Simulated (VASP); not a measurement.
Runs of VASP 6.6.1 on TaN. The structure is that of space group P-6m2 (No. 187), or close to it. The cells are those of the table. 

| cell | gap on the mesh (eV) | pressure (GPa) |
| --- | --- | --- |
| a = 3.102, b = 3.102, c = 2.587 Å, angles 90.0, 90.0, 120.0°, 2 atoms | none | 12.9 |
| a = 2.765, b = 2.765, c = 3.256 Å, angles 90.0, 90.0, 120.0°, 2 atoms | none | 2.9 |
| a = 3.021, b = 3.021, c = 2.727 Å, angles 90.0, 90.0, 120.0°, 2 atoms | none | 5.4 |
| a = 2.846, b = 2.846, c = 3.072 Å, angles 90.0, 90.0, 120.0°, 2 atoms | none | (a) |

Alike in all rows: task single point; level r2SCAN; potentials or basis VASP PAW PBE potentials, release 64 (Ta_pv, N); no spin polarisation; k mesh 24 × 24 × 18; cutoff (eV) 520; smearing gaussian 0.15 eV.

Problem. Fill in the values left out.

Solution. (a) 0.7.

Caveats: the PAW data sets were made with another functional, which shifts forces and pressure a little; spin-orbit coupling is left out, which moves the levels of the heavy elements; the cell stands under pressure (at least some runs).

A k mesh can miss the band edges, and the runs leave out spin-orbit coupling on Ta.

A gap of «none» marks levels without a gap at the run's occupations.
